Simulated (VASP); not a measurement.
Write the native input for VASP 6.6.1 that does the following.

```
Task                   : single point
Functional             : PBE
Potentials or basis    : VASP PAW PBE potentials, release 64 (Mo_sv)
Cutoff                 : 520 eV
k mesh                 : 22 × 22 × 22
Occupations            : gaussian, width 0.15 eV
Spin                   : no spin polarisation
Dipole correction      : no
Further INCAR settings : ALGO = Normal; EDIFF = 1e-06; NBANDS = 13
```

The structure of Mo lies in POSCAR:

```
Mo
1.0
   -1.4910204262      1.4910204262      1.4910204262
    1.4910204262     -1.4910204262      1.4910204262
    1.4910204262      1.4910204262     -1.4910204262
Mo
1
Direct
    0.0000000000      0.0000000000      0.0000000000
```

The input as run:

INCAR

```
SYSTEM = Mo
PREC = Accurate ; ENCUT = 520
EDIFF = 1E-6 ; ISMEAR = 0
SIGMA = 0.15 ; LREAL = .False.
LASPH = .True. ; NELM = 100
ALGO = Normal ; ISIF = 2
LWAVE = .False. ; LCHARG = .False.
GGA = PE ; NBANDS = 13
```

KPOINTS

```
Automatic mesh
0
Gamma
  22 22 22
  0 0 0
```

Potentials or basis: VASP PAW PBE potentials, release 64 (Mo_sv).

Launch:

```sh
$ cat potpaw_PBE.64/Mo_sv/POTCAR > POTCAR
$ mpirun -np 1 vasp_std > vasp.out
```

It gave:

```json
{"Pressure": "66.0 GPa", "Band gap on the k mesh": "zero (band 7 reaches 20.44 eV, above the bottom of band 8 at 13.70 eV)"}
```

Run time: 35 s on 1 thread of Intel(R) Xeon(R) Platinum 8259CL CPU @ 2.50GHz (Skylake/Cascade Lake) (shared host), peak memory 0.16 GiB.
